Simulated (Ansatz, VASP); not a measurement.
**Two plane-wave programs on Si**

```
Si
1.0
     0.00000    1.91632    1.91632
     1.91632    0.00000    1.91632
     1.91632    1.91632    0.00000
Si
1
Direct
  0.00000 0.00000 0.00000
```

Alike in both runs: functional PBEsol; k mesh 17 × 17 × 17; occupations fermi-dirac, width 0.08 eV; no spin polarisation.

Ansatz relaxed the structure, and its values are those at the end. VASP's run is a single point on that final structure, the one shown.

```csv
,VASP,Ansatz
version,VASP 6.6.1,Ansatz 0.2.0
potentials or method,"VASP PAW PBE potentials, release 64 (Si)","PAW with Ansatz's default frozen-core files, scalar-relativistic"
plane-wave cutoff (eV),500,420
valence electrons in the cell,4,4
```

|  | VASP | Ansatz | Ansatz less VASP |
| --- | --- | --- | --- |
| pressure (GPa) | 0.1 | 0.0 | -0.14 |

VASP's potentials were made for PBE, not for PBEsol.
